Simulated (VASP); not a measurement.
**ZnCu: single point with PBE**

The system is ZnCu.

```
CELL_PARAMETERS angstrom
2.96523 0.00000 0.00000
0.00000 2.96523 0.00000
0.00000 0.00000 2.96523
ATOMIC_POSITIONS crystal
Zn 0.50000 0.50000 0.50000
Cu 0.00000 0.00000 0.00000
```

* Program: VASP 6.6.1
* Task: single point
* Functional: PBE
* Potentials or basis: VASP PAW PBE potentials, release 64 (Zn, Cu)
* Cutoff: 520 eV
* k mesh: 12 × 12 × 12
* Occupations: gaussian, width 0.05 eV
* Spin: no spin polarisation

The pressure is 0.8 GPa. The band gap on the k mesh is zero (an odd number of electrons rules out a gap without spin polarisation).

Levels at points of the mesh, in eV from the Fermi level:
| k point | band 10 | band 11 | band 12 | band 13 | band 14 | band 15 |
| --- | --- | --- | --- | --- | --- | --- |
| (0.00, 0.00, 0.00) | -2.60 | -2.60 | 6.25 | 6.25 | 6.25 | 11.22 |
| (0.50, 0.00, 0.00) | -3.13 | -2.67 | -1.90 | 11.63 | 11.63 | 12.27 |
| (0.50, 0.50, 0.00) | -2.37 | -1.73 | -1.73 | 1.76 | 2.12 | 13.81 |
| (0.50, 0.50, 0.50) | -2.35 | 3.80 | 4.39 | 4.39 | 4.39 | 4.54 |

Run time: 21 s on 1 thread of Intel(R) Xeon(R) Platinum 8375C CPU @ 2.90GHz (Ice Lake) (shared host), peak memory 0.16 GiB.
